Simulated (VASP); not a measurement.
The system is ZrBr5.

```
Zr Br
1.0
     0.00000    4.47440    4.47440
     4.47440    0.00000    4.47440
     4.47440    4.47440    0.00000
Zr Br
1 5
Direct
  0.00000 0.00000 0.00000
  0.37522 0.87435 0.37522
  0.37522 0.37522 0.37522
  0.75000 0.75000 0.75000
  0.87435 0.37522 0.37522
  0.37522 0.37522 0.87435
```

The cell was built from a structure type or drawn by symmetry, and may not be a known phase.

* Program: VASP 6.6.1
* Task: relaxation of cell and atoms
* Functional: PBE
* Potentials or basis: VASP PAW PBE potentials, release 64 (Zr_sv, Br)
* Cutoff: 600 eV
* k mesh: 8 × 8 × 8
* Occupations: gaussian, width 0.1 eV
* Spin: no spin polarisation

At the start: pressure -4.0 GPa; volume 29.86 Å³/atom.

Q: How do energy, volume and symmetry change on relaxing?

A: Over 4 steps the energy falls by 52.9 meV/atom and the volume is 26.08 Å³/atom (-12.7 %); space group F-43m (No. 216, to 0.1 Å) before and after.

The path:
| step | energy change (eV) | largest force (eV/Å) | pressure (GPa) | volume (Å³) |
| --- | --- | --- | --- | --- |
| 1 | 0.0000 | 0.0779 | -3.95 | 179.16 |
| 2 | -0.3046 | 0.0264 | -0.98 | 160.74 |
| 3 | -0.3175 | 0.0110 | -0.05 | 156.88 |
| 4 | -0.3175 | 0.0092 | 0.06 | 156.45 |

Final structure:
```
CELL_PARAMETERS angstrom
0.00000 4.27678 4.27678
4.27678 0.00000 4.27678
4.27678 4.27678 0.00000
ATOMIC_POSITIONS crystal
Zr 0.00000 0.00000 0.00000
Br 0.37491 0.87526 0.37491
Br 0.37491 0.37491 0.37491
Br 0.75000 0.75000 0.75000
Br 0.87526 0.37491 0.37491
Br 0.37491 0.37491 0.87526
```

Caveat: an odd number of electrons without spin polarisation forces a metal; a magnetic or distorted state may lie lower.
